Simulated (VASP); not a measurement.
Set up this calculation in VASP 6.6.1, as the native input.

```yaml
Task: single point
Functional: PBEsol
Potentials_or_basis: VASP PAW PBE potentials, release 64 (Cu)
Cutoff: 520 eV
k_mesh: 24 × 24 × 24
Occupations: gaussian, width 0.15 eV
Spin: no spin polarisation
Dipole_correction: no
Further_INCAR_settings: ALGO = Normal; EDIFF = 1e-06; NBANDS = 12
```

The structure of Cu lies in POSCAR:

```
Cu
1.0
   -1.4427933200      1.4531139309      1.3869023999
    1.4427933200     -1.4324727091      1.3652605001
    1.4427933200      1.4324727091     -1.3652605001
Cu
1
Direct
    0.0000000000      0.0000000000      0.0000000000
```

This cell differs from its parent crystal: strain +0.0150 x Voigt [0, 0, 0, 1, 0, 0].

One way to write it, as run:

INCAR

```
PREC     = Accurate       # precision mode
ENCUT    = 520            # plane-wave cutoff, eV
EDIFF    = 1E-6           # SCF threshold, eV
ISMEAR   = 0              # smearing method
SIGMA    = 0.15           # smearing width, eV
LREAL    = F              # projectors in reciprocal space
LASPH    = T              # aspherical terms in the spheres
NELM     = 100            # most SCF steps
ALGO     = Normal         # electronic algorithm
ISIF     = 2              # what is computed and relaxed
LWAVE    = F              # write WAVECAR
LCHARG   = F              # write CHGCAR
GGA      = PS             # functional
NBANDS   = 12             # bands
```

KPOINTS

```
regular mesh
0
Gamma
  24 24 24
```

Potentials or basis: VASP PAW PBE potentials, release 64 (Cu).

Command:

```sh
$ cat potpaw_PBE.64/Cu/POTCAR > POTCAR
$ mpirun -np 1 vasp_std > vasp.out
```

Results of the run:

* Pressure: -0.6 GPa

Caveat: the cell differs from its parent crystal (strain +0.0150 x Voigt [0, 0, 0, 1, 0, 0]); the PAW data sets were made with another functional, which shifts forces and pressure a little.

It took 2.2 min on 1 thread of Intel(R) Xeon(R) 6975P-C (Granite Rapids), with other jobs on the host, peak memory 0.55 GiB.
